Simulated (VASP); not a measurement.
# TaSi2 (P6_422) in VASP: a series of runs

TaSi2 is run at these levels: PBE; tasks: single point, relaxation of cell and atoms.

Everything below comes from runs of VASP 6.6.1. Logs are shortened: lines on timing, memory, paths and dates and some standing lists are left out, and cuts for length are marked.

## (1) The cell of the first run

It takes space group P6_422 (No. 181, hexagonal). Conventional cell: a = 4.784 Å, b = 4.784 Å, c = 6.570 Å, α = 90.00°, β = 90.00°, γ = 120.00°. Ta (site symmetry 222) has 10 Si at 2.61 to 2.83 Å and 4 Ta at 3.24 Å within 3.4 Å. Within 3.4 Å of Si (site symmetry 2) lie 9 Si at 2.56 to 3.33 Å and 5 Ta at 2.61 to 2.83 Å.

## (2) Single point, PBE

Input file INCAR:

```
  PREC = Accurate
  ENCUT = 520
  EDIFF = 1E-6
  ISMEAR = 0
  SIGMA = 0.1
  LREAL = F
  LASPH = T
  NELM = 100
  ALGO = Normal
  ISIF = 2
  LWAVE = F
  LCHARG = T
  GGA = PE
  LELF = T
  LVHAR = T
  NBANDS = 38
```

Input file KPOINTS:

```
regular mesh
0
Gamma
  6 6 4
```

Input file POSCAR:

```
TaSi2
1.0
    4.7839004637      0.0000000000      0.0000000000
   -2.3919502318      4.1429793307      0.0000000000
    0.0000000000      0.0000000000      6.5700000000
Ta Si
3 6
Direct
    0.5000000000      0.0000000000      0.0000000000
    0.5000000000      0.5000000000      0.6666666667
    0.0000000000      0.5000000000      0.3333333333
    0.1589700000      0.3179400000      0.0000000000
    0.8410300000      0.1589700000      0.6666666667
    0.6820600000      0.8410300000      0.3333333333
    0.8410300000      0.6820600000      0.0000000000
    0.1589700000      0.8410300000      0.6666666667
    0.3179400000      0.1589700000      0.3333333333
```

Potentials or basis: VASP PAW PBE potentials, release 64 (Ta_pv, Si).

Launch:

```
cat potpaw_PBE.64/Ta_pv/POTCAR potpaw_PBE.64/Si/POTCAR > POTCAR
mpirun -np 1 vasp_std > vasp.out
```

OUTCAR:

```text
PREC = Accurate
   ENCUT = 520
   EDIFF = 1E-6
   ISMEAR = 0
   LREAL = F
   LASPH = T
   NELM = 100
   ISIF = 2
   GGA = PE

 ion  position               nearest neighbor table
   1  0.500  0.000  0.000-   6 2.61   9 2.61   8 2.61   5 2.61   4 2.73   7 2.73   4 2.73   7 2.73
                             4 2.83   7 2.83   2 3.24   2 3.24   3 3.24   3 3.24
   2  0.500  0.500  0.667-   4 2.61   7 2.61   6 2.61   9 2.61   5 2.73   8 2.73   8 2.73   5 2.73
                             8 2.83   5 2.83   1 3.24   1 3.24   3 3.24   3 3.24
   3  0.000  0.500  0.333-   4 2.61   7 2.61   5 2.61   8 2.61   9 2.73   6 2.73   9 2.73   6 2.73
                             6 2.83   9 2.83   1 3.24   1 3.24   2 3.24   2 3.24
   4  0.159  0.318  0.000-   9 2.56   5 2.56   3 2.61   2 2.61   7 2.63   1 2.73   1 2.73   1 2.83
                             7 2.83   7 2.83
   5  0.841  0.159  0.667-   4 2.56   6 2.56   1 2.61   3 2.61   8 2.63   2 2.73   2 2.73   2 2.83
                             8 2.83   8 2.83
   6  0.682  0.841  0.333-   7 2.56   5 2.56   1 2.61   2 2.61   9 2.63   3 2.73   3 2.73   3 2.83
                             9 2.83   9 2.83
   7  0.841  0.682  0.000-   6 2.56   8 2.56   3 2.61   2 2.61   4 2.63   1 2.73   1 2.73   1 2.83
                             4 2.83   4 2.83
   8  0.159  0.841  0.667-   7 2.56   9 2.56   1 2.61   3 2.61   5 2.63   2 2.73   2 2.73   2 2.83
                             5 2.83   5 2.83
   9  0.318  0.159  0.333-   4 2.56   8 2.56   1 2.61   2 2.61   6 2.63   3 2.73   3 2.73   3 2.83
                             6 2.83   6 2.83

  LATTYP: Found a hexagonal cell.
 ALAT       =     4.7839004637
 C/A-ratio  =     1.3733563334

  Lattice vectors:

 A1 = (   4.7839004637,   0.0000000000,   0.0000000000)
 A2 = (  -2.3919502318,   4.1429793307,   0.0000000000)
 A3 = (   0.0000000000,   0.0000000000,   6.5700000000)

Analysis of symmetry for initial positions (statically):
=====================================================================
 Subroutine PRICEL returns:
 Original cell was already a primitive cell.

 Routine SETGRP: Setting up the symmetry group for a
 hexagonal supercell.

 Subroutine GETGRP returns: Found 12 space group operations
 (whereof  4 operations were pure point group operations)
 out of a pool of 24 trial point group operations.

The static configuration has the point symmetry D_2 .
 The point group associated with its full space group is D_6 .

Analysis of symmetry for dynamics (positions and initial velocities):
=====================================================================
 Subroutine PRICEL returns:
 Original cell was already a primitive cell.

 Routine SETGRP: Setting up the symmetry group for a
 hexagonal supercell.

[... 126 lines left out ...]
   NELECT =      57.0000    total number of electrons
   NUPDOWN=      -1.0000    fix difference up-down
   EMIN   =  10.00;   EMAX   =-10.00  energy-range for DOS
   EFERMI =   0.00;   METHOD = LEGACY
   ISMEAR =     0;   SIGMA  =   0.10  broadening in eV -4-tet -1-fermi 0-gaus
   EFERMI_NEDOS =   21; number of points for ismear=-14 and -15
   IALGO  =     38    algorithm
   IMIX   =      4    mixing-type and parameters
     AMIX     =   0.40;   BMIX     =  1.00
     AMIX_MAG =   1.60;   BMIX_MAG =  1.00
  volume/ion in A,a.u.               =      14.47        97.64
  Fermi-wavevector in a.u.,A,eV,Ry     =   1.243025  2.348976 21.022497  1.545110
  Thomas-Fermi vector in A             =   2.377353
   LORBIT       =      0    0 simple, 1 ext, 2 COOP (PROOUT), +10 PAW based schemes
   GGA     = PE    functional components
   LHFCALC =     F    Hartree Fock is set to
   AEXX    =    0.0000 exact exchange contribution
   IVDW    =     0    specifies the selected vdW correction
   LEPSILON=     F    determine dielectric tensor
   LRPA    =     F    only Hartree local field effects (RPA)
 non-spin polarized calculation
 Gauss-broadening in eV      SIGMA  =   0.10
  energy-cutoff  :      520.00
  volume of cell :      130.21
 maximum number of plane-waves:      3546
 NGX is ok and might be reduce to    36
   NGX = 17   NGY = 17   NGZ = 25

 number of electron      57.0000004 magnetization

 Free energy of the ion-electron system (eV)
  ---------------------------------------------------
  ext. energy  EPLUGINS =         0.00000000
  ---------------------------------------------------
  free energy    TOTEN  =       -72.25143612 eV

  energy without entropy =      -72.23499422  energy(sigma->0) =      -72.24321517

 E-fermi :   9.3603     XC(G=0): -12.0754

 val. band max:        9.3244955590   @ k =   0.3333   0.1667   0.5000
 cond. band min:       9.4502413998   @ k =   0.3333   0.1667   0.2500
 fundamental gap:      0.1257458408
 Fermi energy:         9.3603252255

 k-point     1 :       0.0000    0.0000    0.0000
  band No.  band energies     occupation
      1     -25.0063      2.00000
      2     -25.0050      2.00000
      3     -25.0050      2.00000
      4     -24.9392      2.00000
      5     -24.9392      2.00000
      6     -24.8432      2.00000
[... 850 lines left out ...]
     37      12.9139      0.00000
     38      12.9309      0.00000

------------------------ aborting loop because EDIFF is reached ----------------------------------------

  FORCE on cell =-STRESS in cart. coord.  units (eV):
  Direction    XX          YY          ZZ          XY          YZ          ZX
  --------------------------------------------------------------------------------------
  -------------------------------------------------------------------------------------
  Total        1.8670299      1.8670299      2.6672668      0.0000000     -0.0000000      0.0000000
  in kB       22.9721471     22.9721471     32.8183527      0.0000000     -0.0000000      0.0000000
  external PRESSURE =      26.2542156 kB  Pullay stress =       0.0000000 kB

 VOLUME and BASIS-vectors are now :
 -----------------------------------------------------------------------------
  energy-cutoff  :      520.00
  volume of cell :      130.21
      direct lattice vectors                 reciprocal lattice vectors
     4.783900464  0.000000000  0.000000000     0.209034450  0.120686096  0.000000000
    -2.391950232  4.142979331  0.000000000     0.000000000  0.241372191  0.000000000
     0.000000000  0.000000000  6.570000000     0.000000000  0.000000000  0.152207002

 POSITION                                       TOTAL-FORCE (eV/Angst)
 -----------------------------------------------------------------------------------
      2.39195      0.00000      0.00000        -0.000000     -0.000000      0.000000
      1.19598      2.07149      4.38000        -0.000000     -0.000000      0.000000
     -1.19598      2.07149      2.19000        -0.000000     -0.000000     -0.000000
      0.00000      1.31722      0.00000         0.000000      0.021242      0.000000
      3.64316      0.65861      4.38000        -0.018396      0.010621     -0.000000
      1.25121      3.48437      2.19000        -0.018396     -0.010621      0.000000
      2.39195      2.82576      0.00000        -0.000000     -0.021242      0.000000
     -1.25121      3.48437      4.38000         0.018396     -0.010621      0.000000
      1.14074      0.65861      2.19000         0.018396      0.010621      0.000000
 -----------------------------------------------------------------------------------
    total drift:                               -0.000000      0.000000      0.000000

  FREE ENERGIE OF THE ION-ELECTRON SYSTEM (eV)
  ---------------------------------------------------
  free  energy   TOTEN  =       -72.2514361201 eV

  energy  without entropy=      -72.2349942191  energy(sigma->0) =      -72.24321517
```

stdout:

```text
POSCAR found type information on POSCAR TaSi
 POSCAR found :  2 types and       9 ions
 scaLAPACK will be used
 LDA part: xc-table for (Slater+PW92), standard interpolation
 POSCAR, INCAR and KPOINTS ok, starting setup
 FFT: planning ... GRIDC
 FFT: planning ... GRID_SOFT
 FFT: planning ... GRID
 WAVECAR not read
 entering main loop
```

Run time: 60 s. Hardware: 1 thread of AMD EPYC 9R45 (Zen 5), shared host; peak memory 0.25 GiB.

Results:

| Item | Value |
| --- | --- |
| Free energy | -72.2514 eV |
| Pressure | 2.6 GPa |
| Largest force | 0.021 eV/Å |
| Band gap on the k mesh | zero (an odd number of electrons rules out a gap without spin polarisation) |

Forces on the atoms (eV/Å):
```
Ta   0.000  0.000  0.000
Ta   0.000  0.000  0.000
Ta   0.000  0.000  0.000
Si   0.000  0.021  0.000
Si  -0.018  0.011  0.000
Si  -0.018 -0.011  0.000
Si   0.000 -0.021  0.000
Si   0.018 -0.011  0.000
Si   0.018  0.011  0.000
```

Stress tensor (GPa, compression positive):
```
2.30 0.00 0.00
0.00 2.30 0.00
0.00 0.00 3.28
```

Caveat: spin-orbit coupling is left out, which moves the levels of the heavy elements.

## (3) Single point, PBE

This run uses another cell than the first one, of 14.66 Å³/atom.

Input file INCAR:

```
PREC = Accurate
ENCUT = 520
EDIFF = 1E-6
ISMEAR = 0
SIGMA = 0.1
LREAL = F
LASPH = T
NELM = 80
ALGO = Normal
ISIF = 2
LWAVE = F
LCHARG = F
GGA = PE
NBANDS = 38
```

Input file KPOINTS:

```
Automatic mesh
0
Gamma
  12 12 6
```

Input file POSCAR:

```
TaSi2
1.0
    4.8061594256      0.0000000000      0.0000000000
   -2.4030797128      4.1622561572      0.0000000000
    0.0000000000      0.0000000000      6.5968594039
Ta Si
3 6
Direct
    0.5000000000      0.0000000000      0.0000000000
    0.5000000000      0.5000000000      0.6666666667
    0.0000000000      0.5000000000      0.3333333333
    0.1588648681      0.3177297363      0.0000000000
    0.8411351319      0.1588648681      0.6666666667
    0.6822702637      0.8411351319      0.3333333333
    0.8411351319      0.6822702637      0.0000000000
    0.1588648681      0.8411351319      0.6666666667
    0.3177297363      0.1588648681      0.3333333333
```

Potentials or basis: VASP PAW PBE potentials, release 64 (Ta_pv, Si).

Launch:

```
cat potpaw_PBE.64/Ta_pv/POTCAR potpaw_PBE.64/Si/POTCAR > POTCAR
mpirun -np 1 vasp_std > vasp.out
```

Wall time 3.3 min (1 thread of AMD EPYC 9R45 (Zen 5), shared host); peak memory 0.4 GiB.

Results (log left out):

| Property | Result |
| --- | --- |
| Free energy | -72.2633 eV |
| Pressure | 0.1 GPa |
| Band gap on the k mesh | zero (an odd number of electrons rules out a gap without spin polarisation) |

Levels at points of the mesh, in eV from the Fermi level:
| k point | band 26 | band 27 | band 28 | band 29 | band 30 | band 31 | band 32 | band 33 |
| --- | --- | --- | --- | --- | --- | --- | --- | --- |
| (0.00, 0.00, 0.00) | -2.45 | -2.17 | -2.17 | -1.49 | 0.73 | 2.93 | 2.93 | 3.34 |
| (0.50, 0.00, 0.00) | -1.08 | -0.73 | -0.09 | -0.06 | 0.85 | 1.14 | 1.52 | 1.91 |
| (0.00, 0.00, 0.50) | -2.04 | -1.79 | -1.79 | 1.12 | 1.12 | 2.52 | 2.52 | 3.36 |
| (0.50, 0.00, 0.50) | -2.02 | -1.84 | -0.69 | -0.28 | 1.52 | 1.90 | 2.47 | 2.51 |

Caveat: spin-orbit coupling is left out, which moves the levels of the heavy elements.

## (4) Relaxation of cell and atoms, PBE

Input file INCAR:

```
SYSTEM = TaSi2
PREC = Accurate ; ENCUT = 500
EDIFF = 1E-7 ; ISMEAR = 0
SIGMA = 0.1 ; LREAL = .FALSE.
LASPH = .TRUE. ; NELM = 120
ALGO = Normal ; ISIF = 3
LWAVE = .FALSE. ; LCHARG = .FALSE.
GGA = PE ; IBRION = 2
NSW = 100 ; EDIFFG = -0.01
GGA_COMPAT = .FALSE. ; NELMIN = 4
```

Input file KPOINTS:

```
Automatic mesh
0
G
  12 12 6
  0 0 0
```

Input file POSCAR:

```
TaSi2
1.0
    4.7839004637      0.0000000000      0.0000000000
   -2.3919502318      4.1429793307      0.0000000000
    0.0000000000      0.0000000000      6.5700000000
Ta Si
3 6
Direct
    0.5000000000      0.0000000000      0.0000000000
    0.5000000000      0.5000000000      0.6666666667
    0.0000000000      0.5000000000      0.3333333333
    0.1589700000      0.3179400000      0.0000000000
    0.8410300000      0.1589700000      0.6666666667
    0.6820600000      0.8410300000      0.3333333333
    0.8410300000      0.6820600000      0.0000000000
    0.1589700000      0.8410300000      0.6666666667
    0.3179400000      0.1589700000      0.3333333333
```

Launch:

```
cat potpaw_PBE.64/Ta_pv/POTCAR potpaw_PBE.64/Si/POTCAR > POTCAR
mpirun -np 1 vasp_std > vasp.out
```

It took 10 min on 1 thread of Intel Xeon Platinum 8488C (Sapphire Rapids), shared host; peak memory 0.42 GiB.

Results (log left out):

- Free energy: -72.2624 eV
- Relaxed volume: 14.67 Å³/atom
- Relaxed cell: a = 4.806 Å, b = 4.806 Å, c = 6.597 Å, α = 90.00°, β = 90.00°, γ = 120.00°
- Space group after relaxing (to 0.1 Å): P6_422 (No. 181)
- Energy gained by relaxing: 1.6 meV/atom
- Ionic steps: 5
- Pressure after relaxing: 0.0 GPa
- Largest force after relaxing: 0.006 eV/Å
- Band gap on the k mesh: zero (an odd number of electrons rules out a gap without spin polarisation)

Forces on the atoms (eV/Å):
```
Ta   0.000  0.000  0.000
Ta   0.000  0.000  0.000
Ta   0.000  0.000  0.000
Si   0.000 -0.006  0.000
Si   0.005 -0.003  0.000
Si   0.005  0.003  0.000
Si   0.000  0.006  0.000
Si  -0.005  0.003  0.000
Si  -0.005 -0.003  0.000
```

Step by step:
| step | energy change (eV) | largest force (eV/Å) | pressure (GPa) | volume (Å³) |
| --- | --- | --- | --- | --- |
| 1 | 0.0000 | 0.0096 | 2.62 | 130.21 |
| 2 | 0.0181 | 0.0070 | -3.67 | 134.72 |
| 3 | -0.0143 | 0.0031 | 0.01 | 131.99 |
| 4 | -0.0143 | 0.0032 | 0.05 | 131.95 |
| 5 | -0.0144 | 0.0056 | 0.04 | 131.99 |

Final structure:
```xyz
9
Lattice="4.8065 0.0000 0.0000 -2.4032 4.1625 0.0000 0.0000 0.0000 6.5969" Properties=species:S:1:pos:R:3 pbc="T T T"
Ta    2.4032    0.0000    0.0000
Ta    1.2016    2.0813    4.3980
Ta   -1.2016    2.0813    2.1990
Si    0.0000    1.3231    0.0000
Si    3.6606    0.6616    4.3980
Si    1.2574    3.5010    2.1990
Si    2.4032    2.8394    0.0000
Si   -1.2574    3.5010    4.3980
Si    1.1459    0.6616    2.1990
```

Levels at points of the mesh, in eV from the Fermi level:
| k point | band 27 | band 28 | band 29 | band 30 | band 31 | band 32 |
| --- | --- | --- | --- | --- | --- | --- |
| (0.00, 0.00, 0.00) | -2.17 | -2.17 | -1.50 | 0.73 | 2.93 | 2.93 |
| (0.50, 0.00, 0.00) | -0.73 | -0.09 | -0.06 | 0.85 | 1.14 | 1.52 |
| (0.00, 0.00, 0.50) | -1.79 | -1.79 | 1.12 | 1.12 | 2.52 | 2.52 |
| (0.50, 0.00, 0.50) | -1.84 | -0.69 | -0.28 | 1.51 | 1.90 | 2.47 |

Caveat: spin-orbit coupling is left out, which moves the levels of the heavy elements.

## (5) Summary

```csv
task,cell,k mesh,cutoff (eV),gap on the mesh (eV),pressure (GPa),largest force (eV/Å)
single point,"a = 4.784, b = 4.784, c = 6.570 Å, angles 90.0, 90.0, 120.0°, 9 atoms",6 × 6 × 4,520,none,2.6,0.02
single point,"a = 4.806, b = 4.806, c = 6.597 Å, angles 90.0, 90.0, 120.0°, 9 atoms",12 × 12 × 6,520,none,0.1,-
relaxation of cell and atoms,"relaxed from a = 4.784, b = 4.784, c = 6.570 Å, angles 90.0, 90.0, 120.0°, 9 atoms",12 × 12 × 6,500,none,0.0,0.01
```

Alike in all rows: level PBE; potentials or basis VASP PAW PBE potentials, release 64 (Ta_pv, Si); no spin polarisation; smearing gaussian 0.1 eV.

Caveats: spin-orbit coupling is left out, which moves the levels of the heavy elements.

Total energies depend on the potentials used, so only differences within one code and one set of settings carry meaning.
